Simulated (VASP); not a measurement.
Input of a VASP 6.6.1 run:

File INCAR:

```
PREC = Accurate
ENCUT = 600
EDIFF = 1E-6
ISMEAR = 0
SIGMA = 0.1
LREAL = F
LASPH = T
NELM = 200
ALGO = Normal
ISIF = 2
LWAVE = F
LCHARG = F
GGA = PE
NBANDS = 22
GGA_COMPAT = F
LMAXMIX = 6
```

File KPOINTS:

```
Automatic mesh
0
Gamma
  12 12 6
```

File POSCAR:

```
Pr2F
1.0
    3.6038821311      0.0000000000      0.0000000000
   -1.8019410655      3.1210534778      0.0000000000
    0.0000000000      0.0000000000      7.9984819942
Pr F
2 1
Direct
    0.0000000000      0.0000000000      0.7865264974
    0.0000000000      0.0000000000      0.2134735026
    0.0000000000      0.0000000000      0.5000000000
```

Potentials or basis: VASP PAW PBE potentials, release 64 (Pr_3, F), 4f in core.

Launch:

```console
$ cat potpaw_PBE.64/Pr_3/POTCAR potpaw_PBE.64/F/POTCAR > POTCAR
$ mpirun -np 1 vasp_std > vasp.out
```

(1) What does it give for the band gap on the k mesh?

(2) Estimate the largest force.

Results:

(1) zero (an odd number of electrons rules out a gap without spin polarisation).

(2) 0.017 eV/Å.

Caveat: spin-orbit coupling is left out, which moves the levels of the heavy elements; the 4f electrons are frozen in the core, so they carry no moment and show no levels; the run has no spin polarisation, though such a crystal can be magnetic.
